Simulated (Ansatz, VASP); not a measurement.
# Two plane-wave programs on I

The input INCAR:

```
PREC = Accurate
ENCUT = 520
EDIFF = 1E-6
ISMEAR = 0
SIGMA = 0.1
LREAL = False
LASPH = True
NELM = 100
ALGO = Normal
ISIF = 2
LWAVE = False
LCHARG = False
GGA = PE
NBANDS = 10
```

KPOINTS

```
regular mesh
0
Gamma
  18 18 18
```

The input POSCAR:

```
I
1.0
   -1.6685999587      1.6685999587      4.1437727490
    1.6685999587     -1.6685999587      4.1437727490
    1.6685999587      1.6685999587     -4.1437727490
I
1
Direct
    0.0000000000      0.0000000000      0.0000000000
```

Input for Ansatz:

```yaml
crystal:
  lattice:
    - [-1.6685999587, 1.6685999587, 4.143772749]
    - [1.6685999587, -1.6685999587, 4.143772749]
    - [1.6685999587, 1.6685999587, -4.143772749]
  atoms:
    - { symbol: I, position: [0.0, 0.0, 0.0] }
basis:
  ecutwfc: 420
kpoints:
  mp_grid: { grid: [18, 18, 18] }
hamiltonian:
  xc: pbe
scf:
  occupations: { method: gaussian, width: 0.1 }
output:
  forces: true
  stress: true
  eigenvalues: true
```

Alike in both runs: task single point; functional PBE; k mesh 18 × 18 × 18; occupations gaussian, width 0.1 eV; no spin polarisation.

|  | VASP | Ansatz |
| --- | --- | --- |
| version | VASP 6.6.1 | Ansatz 0.2.0 |
| potentials or method | VASP PAW PBE potentials, release 64 (I), cutoff 520 eV | scalar-relativistic, plane waves, PAW |
| valence electrons in the cell | 7 | 17 |

```csv
,VASP,Ansatz,Ansatz less VASP
gap on the k mesh at the Fermi level (eV),none,none,-
pressure (GPa),-1.6,-1.6,+0.02
"traceless stress, the component that is largest in VASP (GPa)",1.91,1.88,-0.021
```

A gap of «none» marks a metal or a gap that the smearing closes. VASP's potentials hold 7 valence electrons a cell and Ansatz's 17, so a difference there can come from the potentials and not from the codes.

Spin-orbit coupling is off throughout.
